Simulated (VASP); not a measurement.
A run of VASP 6.6.1:

Contents of INCAR:

```
SYSTEM = Sr
ALGO = Normal
EDIFF = 1E-6
ENCUT = 520
GGA = PE
ISIF = 2
ISMEAR = -1
LASPH = .True.
LCHARG = .False.
LREAL = .False.
LWAVE = .False.
NBANDS = 11
NELM = 60
PREC = Accurate
SIGMA = 0.05
```

The input KPOINTS:

```
k-points
0
Gamma
  12 12 12
  0 0 0
```

POSCAR

```
Sr
1.0
   -2.3759174263      2.3759174263      2.3759174263
    2.3759174263     -2.3759174263      2.3759174263
    2.3759174263      2.3759174263     -2.3759174263
Sr
1
Direct
    0.0000000000      0.0000000000      0.0000000000
```

Potentials or basis: VASP PAW PBE potentials, release 64 (Sr_sv).

Command:

```console
$ cat potpaw_PBE.64/Sr_sv/POTCAR > POTCAR
$ mpirun -np 1 vasp_std > vasp.out
```

Hardware: 1 thread of Intel(R) Xeon(R) Platinum 8488C (Sapphire Rapids) (shared host).

Question: How long does it take, and how much memory?

Answer: It took 14 s on 1 thread of Intel(R) Xeon(R) Platinum 8488C (Sapphire Rapids), with other jobs on the host, peak memory 0.19 GiB. Counts: scf iterations 11, k points 72.
